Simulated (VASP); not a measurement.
A run of VASP 6.6.1 is set up as follows.

INCAR

```
  PREC = Accurate
  ENCUT = 520
  EDIFF = 1E-6
  ISMEAR = 0
  SIGMA = 0.1
  LREAL = False
  LASPH = True
  NELM = 60
  ALGO = Normal
  ISIF = 2
  LWAVE = False
  LCHARG = True
  GGA = PE
  LELF = True
  LVHAR = True
  NBANDS = 12
```

File KPOINTS:

```
Automatic mesh
0
Gamma
  20 20 20
```

POSCAR

```
V
1.0
   -1.4987358383      1.4987358383      1.4987358383
    1.4987358383     -1.4987358383      1.4987358383
    1.4987358383      1.4987358383     -1.4987358383
V
1
Direct
    0.0000000000      0.0000000000      0.0000000000
```

Potentials or basis: VASP PAW PBE potentials, release 64 (V_sv).

Command:

```console
$ cat potpaw_PBE.64/V_sv/POTCAR > POTCAR
$ mpirun -np 1 vasp_std > vasp.out
```

Task: Estimate the band gap on the k mesh.

Result: Zero (an odd number of electrons rules out a gap without spin polarisation).

Task: Predict the pressure.

Result: 0.1 GPa.
